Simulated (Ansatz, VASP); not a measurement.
Two plane-wave programs on HBr

```
H Br
1.0
     0.00000    3.85072    3.85096
     1.67115    0.00000    3.85096
     1.67115    3.85072    0.00000
H Br
1 1
Direct
  0.00000 0.00000 0.00000
  0.50000 0.50000 0.50000
```

Alike in both runs: functional PBEsol; k mesh 10 × 10 × 10; occupations gaussian, width 0.02 eV; no spin polarisation.

Ansatz relaxed the structure, and its values are those at the end. VASP's run is a single point on that final structure, the one shown.

|  | VASP | Ansatz |
| --- | --- | --- |
| version | VASP 6.6.1 | Ansatz 0.2.0 |
| potentials or method | VASP PAW PBE potentials, release 64 (H, Br), cutoff 520 eV | scalar-relativistic, plane waves, PAW |
| valence electrons in the cell | 8 | 8 |

|  | VASP | Ansatz | Ansatz less VASP |
| --- | --- | --- | --- |
| gap on the k mesh at the Fermi level (eV) | 1.44 | 1.44 | +0.002 |
| least direct gap on the mesh (eV) | 1.74 | 1.74 | +0.002 |
| pressure (GPa) | 0.0 | 0.0 | +0.01 |

VASP's potentials were made for PBE, not for PBEsol. The functional is the same, so the differences come from potentials, cutoffs and numerics.
